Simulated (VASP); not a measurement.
A run of VASP 6.6.1 is set up as follows.

File POSCAR:

```
Ba
1.0
   -2.5367939014      2.5367939014      2.5367939014
    2.5367939014     -2.5367939014      2.5367939014
    2.5367939014      2.5367939014     -2.5367939014
Ba
1
Direct
    0.0000000000      0.0000000000      0.0000000000
```

File INCAR.step1:

```
ALGO     = Normal         # electronic algorithm
EDIFF    = 1E-4           # SCF threshold, eV
ENCUT    = 520            # plane-wave cutoff, eV
GGA      = PE             # functional
ISMEAR   = -1             # smearing method
LASPH    = T              # aspherical terms in the spheres
LCHARG   = F              # write CHGCAR
LREAL    = F              # projectors in reciprocal space
LWAVE    = T              # write WAVECAR
NBANDS   = 11             # bands
NELM     = 60             # most SCF steps
PREC     = Accurate       # precision mode
SIGMA    = 0.1            # smearing width, eV
```

File INCAR.step2:

```
ALGO     = Normal         # electronic algorithm
EDIFF    = 1E-7           # SCF threshold, eV
ENCUT    = 520            # plane-wave cutoff, eV
ISIF     = 2              # what is computed and relaxed
ISMEAR   = -1             # smearing method
ISTART   = 1            
LASPH    = T              # aspherical terms in the spheres
LCHARG   = F              # write CHGCAR
LMIXTAU  = T            
LREAL    = F              # projectors in reciprocal space
LWAVE    = F              # write WAVECAR
METAGGA  = R2SCAN         # meta-GGA
NBANDS   = 11             # bands
NELM     = 60             # most SCF steps
PREC     = Accurate       # precision mode
SIGMA    = 0.1            # smearing width, eV
```

Contents of KPOINTS:

```
k-points
0
Gamma
  6 6 6
```

Potentials or basis: VASP PAW PBE potentials, release 64 (Ba_sv).

Run with:

```sh
$ cat potpaw_PBE.64/Ba_sv/POTCAR > POTCAR
$ cp INCAR.step1 INCAR
$ mpirun -np 1 vasp_std > vasp.out
$ cp INCAR.step2 INCAR
$ mpirun -np 1 vasp_std > vasp.out
```

(1) What does it give for the band gap on the k mesh?

(2) Predict the pressure.

Answers

(1) zero (bands 5 and 6 overlap by 0.82 eV).

(2) 0.1 GPa.

Caveat: the PAW data sets were made with another functional, which shifts forces and pressure a little; spin-orbit coupling is left out, which moves the levels of the heavy elements.
